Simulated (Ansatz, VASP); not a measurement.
**One calculation of AlN, two programs**

```
Al N
1.0
     3.01767    0.00000    0.00000
    -1.50884    2.61338    0.00000
     0.00000    0.00000    5.05267
Al N
2 2
Direct
  0.33333 0.66667 0.00000
  0.66667 0.33333 0.50000
  0.33333 0.66667 0.38500
  0.66667 0.33333 0.88500
```

Change from the starting cell: strain -0.030 along x and y, +0.015 along z, atoms carried along.

Alike in both runs: task single point; functional PBEsol; k mesh 9 × 9 × 6; occupations gaussian, width 0.05 eV; no spin polarisation.

```csv
,VASP,Ansatz
version,VASP 6.6.1,Ansatz 0.2.0
potentials or method,"VASP PAW PBE potentials, release 64 (Al, N), cutoff 520 eV","scalar-relativistic, plane waves, PAW"
valence electrons in the cell,16,16
```

```csv
,VASP,Ansatz,Ansatz less VASP
gap on the k mesh at the Fermi level (eV),4.59,4.57,-0.020
least direct gap on the mesh (eV),4.59,4.57,-0.020
pressure (GPa),12.3,12.2,-0.09
"traceless stress, the component that is largest in VASP (GPa)",-15.36,-15.14,+0.214
rms of the force components (eV/Å),0.424,0.418,-0.0064
```

VASP's potentials were made for PBE, not for PBEsol. Atom by atom the forces differ by 0.006 eV/Å (rms over components). With one functional, cell and mesh, what is left measures potentials, basis and numerics.
